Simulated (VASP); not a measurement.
Write the native input for VASP 6.6.1 that does the following.

| Property | Result |
| --- | --- |
| Task | single point |
| Functional | PBEsol |
| Potentials or basis | VASP PAW PBE potentials, release 64 (Pt, S) |
| Cutoff | 520 eV |
| k mesh | 10 × 10 × 6 |
| Occupations | gaussian, width 0.01 eV |
| Spin | no spin polarisation |
| Dipole correction | no |
| Further INCAR settings | ALGO = Normal; EDIFF = 1e-06; NBANDS = 18 |

The structure of PtS2 lies in POSCAR:

```
PtS2
1.0
    3.5912446758      0.0000000000      0.0000000000
   -1.7956223379      3.1101091205      0.0000000000
    0.0000000000      0.0000000000      4.7607928364
Pt S
1 2
Direct
    0.0000000000      0.0000000000      0.0000000000
    0.3333333333      0.6666666667      0.2491954517
    0.6666666667      0.3333333333      0.7508045483
```

One way to write it, as run:

INCAR

```
PREC = Accurate ; ENCUT = 520
EDIFF = 1E-6 ; ISMEAR = 0
SIGMA = 0.01 ; LREAL = False
LASPH = True ; NELM = 60
ALGO = Normal ; ISIF = 2
LWAVE = False ; LCHARG = True
GGA = PS ; LELF = True
LVHAR = True ; NBANDS = 18
```

KPOINTS

```
Automatic mesh
0
Gamma
  10 10 6
```

Potentials or basis: VASP PAW PBE potentials, release 64 (Pt, S).

The run is started by

```sh
$ cat potpaw_PBE.64/Pt/POTCAR potpaw_PBE.64/S/POTCAR > POTCAR
$ mpirun -np 1 vasp_std > vasp.out
```

It gave:

```yaml
Pressure: -1.3 GPa
Largest_force: 0.022 eV/Å
Band_gap_on_the_k_mesh: 0.21 eV (least direct gap 0.89 eV)
```

Caveat: the PAW data sets were made with another functional, which shifts forces and pressure a little; spin-orbit coupling is left out, which moves the levels of the heavy elements.

Wall time 71 s on 1 thread of Intel Xeon 8259CL, on a shared host, peak memory 0.22 GiB.
